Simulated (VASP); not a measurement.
Runs of VASP 6.6.1 on PbI2. It takes space group P-3m1 (No. 164, trigonal). The conventional cell has a = 4.564 Å, b = 4.564 Å, c = 7.047 Å, α = 90.00°, β = 90.00°, γ = 120.00°. Pb (site symmetry -3m) has 6 I at 3.24 Å within 4.3 Å. Within 4.3 Å of I (site symmetry 3m) lie 3 Pb at 3.24 Å and 3 I at 4.21 Å. 

| level | potentials or basis | spin | k mesh | cutoff (eV) | smearing | gap on the mesh (eV) | pressure (GPa) | largest force (eV/Å) |
| --- | --- | --- | --- | --- | --- | --- | --- | --- |
| PBE | VASP PAW PBE potentials, release 64 (Pb_d, I) | non-collinear, zero start, SOC | 6 × 6 × 4 | 500 | gaussian 0.01 eV | - | 1.3 | 0.07 |
| PBE | VASP PAW PBE potentials, release 64 (Pb_d, I) | off | 6 × 6 × 4 | 500 | fermi-dirac 0.02 eV | 2.23 | (b) | 0.05 |
| PBE | VASP PAW PBE potentials, release 64 (Pb_d, I) | off | 6 × 6 × 2 | 500 | gaussian 0.01 eV | 2.23 | 1.3 | 0.04 |
| r2SCAN | VASP PAW PBE potentials, release 64 (Pb_d, I) | off | 6 × 6 × 4 | 550 | gaussian 0.01 eV | 2.62 | (a) | - |
| LDA | VASP PAW LDA potentials, release 64 (Pb_d, I) | off | 6 × 6 × 4 | 500 | gaussian 0.01 eV | 2.04 | -1.5 | 0.18 |

Alike in all rows: task single point; cell as given.

Question: Fill in the values left out.

Answer: (a) 0.7; (b) 1.2.

Caveats: some runs use coarse meshes; spin-orbit coupling is left out, which moves the levels of the heavy elements (at least some runs); this functional lacks dispersion, which binds layers or chains, so the pressure and a relaxed spacing across them are unreliable (at least some runs); the PAW data sets were made with another functional, which shifts forces and pressure a little (at least some runs).

A k mesh can miss the band edges, and rows without SOC leave out spin-orbit coupling on I, Pb.
